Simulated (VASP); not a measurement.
# Mg (Cmcm) in VASP: a series of runs

Mg is run at these levels: LDA; tasks: single point.

All numbers are computed with VASP 6.6.1; they aren't measurements. Logs are shortened: lines on timing, memory, paths and dates and some standing lists are left out, and cuts for length are marked.

## (1) The cell of the first run

The structure is orthorhombic, space group Cmcm (No. 63). Conventional cell: a = 2.969 Å, b = 5.559 Å, c = 5.210 Å, α = 90.00°, β = 90.00°, γ = 90.00°. Within 3.9 Å of Mg (site symmetry m2m) lie 12 Mg at 2.97 to 3.20 Å.

## (2) Single point, LDA (strain -0.0750 x Voigt [1, 0, 0, 0, 0, 0])

Input file INCAR:

```
SYSTEM = Mg
  PREC = Accurate
  ENCUT = 520
  EDIFF = 1E-6
  ISMEAR = 0
  SIGMA = 0.15
  LREAL = .False.
  LASPH = .True.
  NELM = 100
  ALGO = Normal
  ISIF = 2
  LWAVE = .False.
  LCHARG = .False.
  GGA = CA
  NBANDS = 9
```

Input file KPOINTS:

```
Automatic mesh
0
Gamma
  18 18 10
  0 0 0
```

Input file POSCAR:

```
Mg
1.0
    2.9685761676      0.0000000000      0.0000000000
   -1.4842880838      2.7793106748      0.0000000000
    0.0000000000      0.0000000000      5.2103300000
Mg
2
Direct
    0.3333333333      0.6666666667      0.2500000000
    0.6666666667      0.3333333333      0.7500000000
```

Potentials or basis: VASP PAW LDA potentials, release 64 (Mg).

On the command line:

```
$ cat potpaw_LDA.64/Mg/POTCAR > POTCAR
$ mpirun -np 1 vasp_std > vasp.out
```

OUTCAR:

```text
SYSTEM = Mg
   PREC = Accurate
   ENCUT = 520
   EDIFF = 1E-6
   ISMEAR = 0
   LREAL = .False.
   LASPH = .True.
   NELM = 100
   ISIF = 2
   GGA = CA

 ion  position               nearest neighbor table
   1  0.333  0.667  0.250-   2 3.14   2 3.14   2 3.14   2 3.14   2 3.20   2 3.20
   2  0.667  0.333  0.750-   1 3.14   1 3.14   1 3.14   1 3.14   1 3.20   1 3.20

  LATTYP: Found a base centered orthorhombic cell.
 ALAT       =     2.9685761676
 B/A-ratio  =     1.8724873595
 C/A-ratio  =     1.7551612982

  Lattice vectors:

 A1 = (   1.4842880838,  -2.7793106748,   0.0000000000)
 A2 = (   1.4842880838,   2.7793106748,   0.0000000000)
 A3 = (   0.0000000000,   0.0000000000,   5.2103300000)

Analysis of symmetry for initial positions (statically):
=====================================================================
 Subroutine PRICEL returns:
 Original cell was already a primitive cell.

 Routine SETGRP: Setting up the symmetry group for a
 base centered orthorhombic supercell.

 Subroutine GETGRP returns: Found  8 space group operations
 (whereof  4 operations were pure point group operations)
 out of a pool of  8 trial point group operations.

The static configuration has the point symmetry C_2h.
 The point group associated with its full space group is D_2h.

Analysis of symmetry for dynamics (positions and initial velocities):
=====================================================================
 Subroutine PRICEL returns:
 Original cell was already a primitive cell.

 Routine SETGRP: Setting up the symmetry group for a
 base centered orthorhombic supercell.

 Subroutine GETGRP returns: Found  8 space group operations
 (whereof  4 operations were pure point group operations)
 out of a pool of  8 trial point group operations.

The dynamic configuration has the point symmetry C_2h.
 The point group associated with its full space group is D_2h.

 Subroutine INISYM returns: Found  8 space group operations
 (whereof  4 operations are pure point group operations),
 and found     1 'primitive' translations

----------------------------------------------------------------------------------------

                                     Primitive cell

  volume of cell :      42.9883

  direct lattice vectors                    reciprocal lattice vectors
     2.968576168  0.000000000  0.000000000     0.336861830  0.179900723  0.000000000
    -1.484288084  2.779310675  0.000000000     0.000000000  0.359801446  0.000000000
     0.000000000  0.000000000  5.210330000     0.000000000  0.000000000  0.191926423

  length of vectors
     2.968576168  3.150821947  5.210330000     0.381890249  0.359801446  0.191926423

  position of ions in fractional coordinates (direct lattice)
     0.333333333  0.666666667  0.250000000
     0.666666667  0.333333333  0.750000000

  ion indices of the primitive-cell ions
   primitive index   ion index
                 1           1
                 2           2

----------------------------------------------------------------------------------------

 KPOINTS: Automatic mesh

Automatic generation of k-mesh.
 Grid dimensions read from file:
 generate k-points for:   18   18   10

 Generating k-lattice:

  Cartesian coordinates                     Fractional coordinates (reciprocal lattice)
     0.018714546  0.009994485  0.000000000     0.055555556 -0.000000000  0.000000000
     0.000000000  0.019988969  0.000000000     0.000000000  0.055555556  0.000000000
     0.000000000  0.000000000  0.019192642     0.000000000  0.000000000  0.100000000

  Length of vectors
     0.021216125  0.019988969  0.019192642

  Shift w.r.t. Gamma in fractional coordinates (k-lattice)
     0.000000000  0.000000000  0.000000000

 Subroutine IBZKPT returns following result:
 ===========================================

 Found    546 irreducible k-points:

 Following reciprocal coordinates:
            Coordinates               Weight
  0.000000  0.000000  0.000000      1.000000
  0.055556  0.000000  0.000000      4.000000
  0.111111  0.000000  0.000000      4.000000
  0.166667  0.000000  0.000000      4.000000
  0.222222 -0.000000  0.000000      4.000000
  0.277778  0.000000  0.000000      4.000000
[... 16 lines left out ...]
 -0.333333  0.055556  0.000000      4.000000
 -0.277778  0.055556  0.000000      4.000000
 [... further k-points ...]
   k-points           NKPTS =    546   k-points in BZ     NKDIM =    546   number of bands    NBANDS=      9
   number of dos      NEDOS =    301   number of ions     NIONS =      2
   total plane-waves  NPLWV =  23040
   dimension x,y,z NGX =    24 NGY =   24 NGZ =   40
   dimension x,y,z NGXF=    48 NGYF=   48 NGZF=   80
   ions per type =               2
   NGX,Y,Z   is equivalent  to a cutoff of  13.44, 12.66, 12.76 a.u.
   NGXF,Y,Z  is equivalent  to a cutoff of  26.88, 25.33, 25.53 a.u.
 SYSTEM =  Mg
   PREC   = accura    normal or accurate (medium, high low for compatibility)
   ISTART =      0    job   : 0-new  1-cont  2-samecut
   ICHARG =      2    charge: 1-file 2-atom 10-const
   ISPIN  =      1    spin polarized calculation?
   LNONCOLLINEAR =      F non collinear calculations
   LSORBIT =      F    spin-orbit coupling
   LASPH  =      T    aspherical Exc in radial PAW
   ENCUT  =  520.0 eV  38.22 Ry    6.18 a.u.   5.52  5.86  9.69*2*pi/ulx,y,z
   NELM   =    100;   NELMIN=  2; NELMDL= -5     # of ELM steps
   EDIFF  = 0.1E-05   stopping-criterion for ELM
   LREAL  =      F    real-space projection
   EDIFFG = 0.1E-04   stopping-criterion for IOM
   NSW    =      0    number of steps for IOM
   IBRION =     -1    ionic relax: 0-MD 1-quasi-New 2-CG
   NFREE  =      0    steps in history (QN), initial steepest desc. (CG)
   ISIF   =      2    stress and relaxation
   ISYM   =      2    0-nonsym 1-usesym 2-fastsym
   POTIM  = 0.5000    time-step for ionic-motion
   TEBEG  =    0.0;   TEEND  =   0.0 temperature during run
   PSTRESS=    0.0 pullay stress
   NELECT =       4.0000    total number of electrons
   NUPDOWN=      -1.0000    fix difference up-down
   EMIN   =  10.00;   EMAX   =-10.00  energy-range for DOS
   EFERMI =   0.00;   METHOD = LEGACY
   ISMEAR =     0;   SIGMA  =   0.15  broadening in eV -4-tet -1-fermi 0-gaus
   EFERMI_NEDOS =   21; number of points for ismear=-14 and -15
   IALGO  =     38    algorithm
   IMIX   =      4    mixing-type and parameters
     AMIX     =   0.40;   BMIX     =  1.00
     AMIX_MAG =   1.60;   BMIX_MAG =  1.00
  volume/ion in A,a.u.               =      21.49       145.05
  Fermi-wavevector in a.u.,A,eV,Ry     =   0.741842  1.401878  7.487685  0.550329
  Thomas-Fermi vector in A             =   1.836579
   LORBIT       =      0    0 simple, 1 ext, 2 COOP (PROOUT), +10 PAW based schemes
   GGA     = CA    functional components
   LHFCALC =     F    Hartree Fock is set to
   AEXX    =    0.0000 exact exchange contribution
   IVDW    =     0    specifies the selected vdW correction
   LEPSILON=     F    determine dielectric tensor
   LRPA    =     F    only Hartree local field effects (RPA)
 non-spin polarized calculation
 Gauss-broadening in eV      SIGMA  =   0.15
  energy-cutoff  :      520.00
  volume of cell :       42.99
 maximum number of plane-waves:      1188
 NGX is ok and might be reduce to    24
   NGX = 11   NGY = 11   NGZ = 19

 number of electron       4.0000000 magnetization

 Free energy of the ion-electron system (eV)
  ---------------------------------------------------
  ext. energy  EPLUGINS =         0.00000000
  ---------------------------------------------------
  free energy    TOTEN  =        -3.59673214 eV

  energy without entropy =       -3.58874992  energy(sigma->0) =       -3.59274103

 E-fermi :   2.8170     XC(G=0):  -8.8927

 val. band max:        2.8151540108   @ k =   0.0000   0.4444   0.5000
 cond. band min:       2.8235012060   @ k =   0.3889   0.2778   0.5000
 fundamental gap:      0.0083471952
 Fermi energy:         2.8170206292

 k-point     1 :       0.0000    0.0000    0.0000
  band No.  band energies     occupation
      1      -4.3876      2.00000
      2       0.8582      2.00000
      3       1.1793      2.00000
      4      13.4807      0.00000
      5      13.5807      0.00000
      6      14.9046      0.00000
      7      15.5175      0.00000
      8      15.6764      0.00000
      9      16.7498      0.00000

 k-point     2 :       0.0556    0.0000    0.0000
  band No.  band energies     occupation
      1      -4.3198      2.00000
      2       0.9197      2.00000
      3       1.2454      2.00000
      4      12.7056      0.00000
      5      13.6571      0.00000
      6      14.3752      0.00000
      7      15.2091      0.00000
      8      15.7276      0.00000
      9      16.8069      0.00000

 k-point     3 :       0.1111    0.0000    0.0000
  band No.  band energies     occupation
      1      -4.1166      2.00000
      2       1.1045      2.00000
      3       1.4427      2.00000
      4      11.7234      0.00000
      5      12.1608      0.00000
      6      13.8922      0.00000
      7      15.3641      0.00000
      8      16.0044      0.00000
      9      16.4488      0.00000

 k-point     4 :       0.1667    0.0000    0.0000
  band No.  band energies     occupation
      1      -3.7789      2.00000
      2       1.4127      2.00000
      3       1.7676      2.00000
      4      10.0384      0.00000
      5      11.3707      0.00000
      6      13.0051      0.00000
      7      14.7528      0.00000
      8      15.0259      0.00000
      9      16.0096      0.00000

 k-point     5 :       0.2222   -0.0000    0.0000
  band No.  band energies     occupation
      1      -3.3085      2.00000
      2       1.8446      2.00000
      3       2.2124      2.00000
      4       8.3176      0.00000
      5      10.7768      0.00000
      6      12.0776      0.00000
      7      13.0099      0.00000
      8      14.0554      0.00000
      9      15.5132      0.00000

 k-point     6 :       0.2778    0.0000    0.0000
  band No.  band energies     occupation
      1      -2.7075      2.00000
      2       2.4006      1.99991
      3       2.7578      1.42346
      4       6.7028      0.00000
      5      10.2337      0.00000
      6      11.1598      0.00000
      7      11.3509      0.00000
      8      13.0679      0.00000
      9      15.0057      0.00000
[... 169 lines left out ...]
 k-point    21 :      -0.4444    0.0556    0.0000
  band No.  band energies     occupation
      1      -0.5560      2.00000
      2       2.6645      1.84959
      3       4.4312      0.00000
      4       5.1081      0.00000
      5       7.6698      0.00000
      6       7.8987      0.00000
      7       9.4396      0.00000
      8      12.2487      0.00000
      9      13.5523      0.00000

 k-point    22 :      -0.3889    0.0556    0.0000
  band No.  band energies     occupation
      1      -1.4746      2.00000
      2       3.4738      0.00000
      3       3.5565      0.00000
      4       4.8328      0.00000
      5       8.8256      0.00000
      6       9.0290      0.00000
      7       9.9776      0.00000
      8      12.4825      0.00000
      9      13.9091      0.00000

 k-point    23 :      -0.3333    0.0556    0.0000
  band No.  band energies     occupation
      1      -2.2722      2.00000
      2       2.8065      1.07937
      3       3.1201      0.00426
      4       5.9254      0.00000
      5       9.5838      0.00000
      6      10.5090      0.00000
      7      10.7976      0.00000
      8      12.9364      0.00000
      9      14.3922      0.00000

 k-point    24 :      -0.2778    0.0556    0.0000
  band No.  band energies     occupation
      1      -2.9442      2.00000
      2       2.1811      2.00000
      3       2.5467      1.98918
      4       7.4536      0.00000
      5      10.2715      0.00000
      6      11.7015      0.00000
      7      12.1014      0.00000
      8      13.6613      0.00000
      9      15.0018      0.00000

 [... further k-points ...]
[... 5 lines left out ...]
  --------------------------------------------------------------------------------------
  -------------------------------------------------------------------------------------
  Total        0.8335879     -0.3308764     -0.3396676      0.0000000      0.0000000      0.0000000
  in kB       31.0678693    -12.3317816    -12.6594322      0.0000000      0.0000000      0.0000000
  external PRESSURE =       2.0255518 kB  Pullay stress =       0.0000000 kB

 VOLUME and BASIS-vectors are now :
 -----------------------------------------------------------------------------
  energy-cutoff  :      520.00
  volume of cell :       42.99
      direct lattice vectors                 reciprocal lattice vectors
     2.968576168  0.000000000  0.000000000     0.336861830  0.179900723  0.000000000
    -1.484288084  2.779310675  0.000000000     0.000000000  0.359801446  0.000000000
     0.000000000  0.000000000  5.210330000     0.000000000  0.000000000  0.191926423

 POSITION                                       TOTAL-FORCE (eV/Angst)
 -----------------------------------------------------------------------------------
     -0.00000      1.85287      1.30258        -0.000000      0.053134      0.000000
      1.48429      0.92644      3.90775         0.000000     -0.053134      0.000000
 -----------------------------------------------------------------------------------
    total drift:                                0.000000     -0.000000      0.000000

  FREE ENERGIE OF THE ION-ELECTRON SYSTEM (eV)
  ---------------------------------------------------
  free  energy   TOTEN  =        -3.5967321442 eV

  energy  without entropy=       -3.5887499198  energy(sigma->0) =       -3.59274103
```

Run time: 1.7 min. Hardware: 1 thread of AMD EPYC 9R45 (Zen 5), shared host; peak memory 0.27 GiB.

Results:

| Property | Result |
| --- | --- |
| Free energy | -3.5967 eV |
| Pressure | 0.2 GPa |
| Largest force | 0.053 eV/Å |
| Band gap on the k mesh | zero (band 2 reaches 3.95 eV, above the bottom of band 3 at 1.18 eV) |

Forces on the atoms (eV/Å):
```
Mg   0.000  0.053  0.000
Mg   0.000 -0.053  0.000
```

Stress tensor (GPa, compression positive):
```
 3.11  0.00  0.00
 0.00 -1.23  0.00
 0.00  0.00 -1.27
```

Caveat: the cell differs from its parent crystal (strain -0.0750 x Voigt [1, 0, 0, 0, 0, 0]).

(Part 1 of 2 ends here.)
